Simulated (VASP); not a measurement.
## InSb3: single point with PBE

Crystal: InSb3.

```
Sb In
1.0
     0.00000    3.81969    3.81969
     3.81969    0.00000    3.81969
     3.81969    3.81969    0.00000
Sb In
3 1
Direct
  0.50000 0.50000 0.50000
  0.75000 0.75000 0.75000
  0.25000 0.25000 0.25000
  0.00000 0.00000 0.00000
```

```
Program                : VASP 6.6.1
Task                   : single point
Functional             : PBE
Potentials or basis    : VASP PAW PBE potentials, release 64 (Sb, In_d)
Cutoff                 : 520 eV
k mesh                 : 6 × 6 × 6
Occupations            : fermi-dirac, width 0.05 eV
Spin                   : no spin polarisation
Dipole correction      : no
Further INCAR settings : ALGO = Normal; EDIFF = 1e-06; NBANDS = 22
```

The pressure is -1.2 GPa and the band gap on the k mesh is zero (bands 14 and 15 overlap by 3.36 eV).

Levels at points of the mesh, in eV from the Fermi level:
```tsv
k point	band 12	band 13	band 14	band 15	band 16	band 17
(0.00, 0.00, 0.00)	-2.51	-2.43	-2.43	-2.43	-0.77	-0.77
(0.50, 0.00, 0.00)	-2.64	-2.64	-0.38	-0.25	1.79	1.79
(0.50, 0.50, 0.00)	0.18	0.78	0.78	1.05	1.58	1.66
```

Wall time 74 s on 1 thread of Intel Xeon 8259CL (shared host), peak memory 0.25 GiB.

Caveat: spin-orbit coupling is left out, which moves the levels of the heavy elements.
